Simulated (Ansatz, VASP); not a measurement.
# Pb: VASP beside Ansatz

INCAR

```
ALGO = Fast
EDIFF = 1E-6
ENCUT = 520
GGA = PE
GGA_COMPAT = F
ISIF = 2
ISMEAR = -1
LASPH = T
LCHARG = F
LORBIT = 11
LORBMOM = T
LREAL = F
LSORBIT = T
LWAVE = F
MAGMOM = 0 0 0
NBANDS = 25
NELM = 150
PREC = Accurate
SIGMA = 0.05
```

Contents of KPOINTS:

```
k-points
0
Gamma
  9 9 9
```

The input POSCAR:

```
Pb
1.0
    0.0000000000      2.5075897876      2.5075897876
    2.5075897876      0.0000000000      2.5075897876
    2.5075897876      2.5075897876      0.0000000000
Pb
1
Direct
    0.0000000000      0.0000000000      0.0000000000
```

Contents of input.yaml:

```yaml
crystal:
  lattice:
    - [0.0, 2.5075897876, 2.5075897876]
    - [2.5075897876, 0.0, 2.5075897876]
    - [2.5075897876, 2.5075897876, 0.0]
  atoms:
    - { symbol: Pb, position: [0.0, 0.0, 0.0] }
hamiltonian:
  xc: pbe
  pseudopotentials: { kind: paw_fr }
magnetization:
  noncollinear: true
  spin_orbit: true
kpoints:
  mp_grid: { grid: [9, 9, 9] }
scf:
  occupations: { method: fermi_dirac, width: 0.05 }
output:
  forces: true
  stress: true
  eigenvalues: true
```

Alike in both runs: task single point; functional PBE; k mesh 9 × 9 × 9; occupations fermi-dirac, width 0.05 eV; non-collinear spin, spin-orbit coupling.

|  | VASP | Ansatz |
| --- | --- | --- |
| version | VASP 6.6.1 | Ansatz 0.2.0 |
| potentials or method | VASP PAW PBE potentials, release 64 (Pb_d) | Ansatz PAW |
| plane-wave cutoff (eV) | 520 | 420 |
| valence electrons in the cell | 14 | 14 |

```csv
,VASP,Ansatz,Ansatz less VASP
pressure (GPa),0.4,0.4,+0.07
net moment per atom (μB),0.00,0.00,0.000
```
